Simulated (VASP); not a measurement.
A run of VASP 6.6.1 is set up as follows.

Contents of INCAR:

```
  ALGO = Normal
  EDIFF = 1E-6
  ENCUT = 520
  GGA = PE
  ISIF = 2
  ISMEAR = 0
  LASPH = T
  LCHARG = T
  LELF = T
  LREAL = F
  LVHAR = T
  LWAVE = F
  NBANDS = 19
  NELM = 60
  PREC = Accurate
  SIGMA = 0.1
```

KPOINTS

```
k-points
0
Gamma
  15 15 8
```

File POSCAR:

```
TiTe2
1.0
    3.7625935933      0.0000000028      0.0000000000
   -1.8812967991      3.2585016345      0.0000000000
    0.0000000000      0.0000000000      6.9809969834
Ti Te
1 2
Direct
    0.0000000000      0.0000000000      0.0000000000
    0.6666666667      0.3333333333      0.7514763873
    0.3333333333      0.6666666667      0.2485236127
```

Potentials or basis: VASP PAW PBE potentials, release 64 (Ti_sv, Te).

Command:

```console
$ cat potpaw_PBE.64/Ti_sv/POTCAR potpaw_PBE.64/Te/POTCAR > POTCAR
$ mpirun -np 1 vasp_std > vasp.out
```

(1) Predict the largest force.

(2) Predict the band gap on the k mesh.

## Answers

(1) 0.011 eV/Å.

(2) zero (band 12 reaches 6.47 eV, above the bottom of band 13 at 5.82 eV).

Caveat: spin-orbit coupling is left out, which moves the levels of the heavy elements.
